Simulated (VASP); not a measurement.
A run of VASP 6.6.1 is set up as follows.

File INCAR:

```
PREC = Accurate
ENCUT = 520
EDIFF = 1E-6
ISMEAR = 0
SIGMA = 0.1
LREAL = False
LASPH = True
NELM = 60
ALGO = Normal
ISIF = 2
LWAVE = False
LCHARG = True
LDIPOL = True
IDIPOL = 3
DIPOL = 0.5 0.5 0.339
GGA = PE
LELF = True
LVHAR = True
LVACPOTAV = True
NBANDS = 54
```

Contents of KPOINTS:

```
regular mesh
0
Gamma
  6 6 1
```

File POSCAR:

```
Mo6S
1.0
    4.4695765303      0.0000000000      0.0000000000
   -2.2347882651      3.8707668194      0.0000000000
    0.0000000000      0.0000000000     19.7595667358
Mo S
6 1
Direct
    0.6666666667      0.3333333333      0.2024335884
    0.3333333333      0.6666666667      0.2486060831
    0.0000000000      0.0000000000      0.2947785777
    0.6666666667      0.3333333333      0.3368821122
    0.3333333333      0.6666666667      0.3779725574
    0.0000000000      0.0000000000      0.4180034333
    0.3333333333      0.6666666667      0.4929143922
```

Potentials or basis: VASP PAW PBE potentials, release 64 (Mo_sv, S).

Run with:

```sh
$ cat potpaw_PBE.64/Mo_sv/POTCAR potpaw_PBE.64/S/POTCAR > POTCAR
$ mpirun -np 1 vasp_std > vasp.out
```

What does it give for the band gap on the k mesh?

Zero (band 45 reaches 0.74 eV, above the bottom of band 46 at 0.49 eV).

What does it give for the largest force?

1.980 eV/Å.

Forces in eV/Å, atoms in the order of the input:
```
Mo   0.000  0.000  1.980
Mo   0.000  0.000 -1.473
Mo   0.000  0.000 -0.871
Mo   0.000  0.000 -1.499
Mo   0.000  0.000  0.556
Mo   0.000  0.000  1.305
S    0.000  0.000  0.002
```
